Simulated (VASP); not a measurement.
Write the native input for VASP 6.6.1 that does the following.

```yaml
Task: single point
Functional: PBE
Potentials_or_basis: VASP PAW PBE potentials, release 64 (Zr_sv)
Cutoff: 520 eV
k_mesh: 13 × 13 × 13
Occupations: fermi-dirac, width 0.05 eV
Spin: no spin polarisation
Dipole_correction: no
Further_INCAR_settings: ALGO = Normal; EDIFF = 1e-07; NBANDS = 12
```

The structure of Zr lies in POSCAR:

```
Zr
1.0
    0.0000000000      2.2550000000      2.2550000000
    2.2550000000      0.0000000000      2.2550000000
    2.2550000000      2.2550000000      0.0000000000
Zr
1
Direct
    0.0000000000      0.0000000000      0.0000000000
```

These files were run (other wordings do the same):

INCAR

```
PREC = Accurate
ENCUT = 520
EDIFF = 1E-7
ISMEAR = -1
SIGMA = 0.05
LREAL = False
LASPH = True
NELM = 60
ALGO = Normal
ISIF = 2
LWAVE = False
LCHARG = False
GGA = PE
NBANDS = 12
```

KPOINTS

```
regular mesh
0
Gamma
  13 13 13
```

Potentials or basis: VASP PAW PBE potentials, release 64 (Zr_sv).

Launch:

```bash
$ cat potpaw_PBE.64/Zr_sv/POTCAR > POTCAR
$ mpirun -np 1 vasp_std > vasp.out
```

It gave:

- Pressure: 1.2 GPa
- Band gap on the k mesh: zero (band 6 reaches 10.04 eV, above the bottom of band 7 at 8.48 eV)

Wall time 18 s on 1 thread of Intel(R) Xeon(R) Platinum 8488C (Sapphire Rapids), with other jobs on the host, peak memory 0.15 GiB.
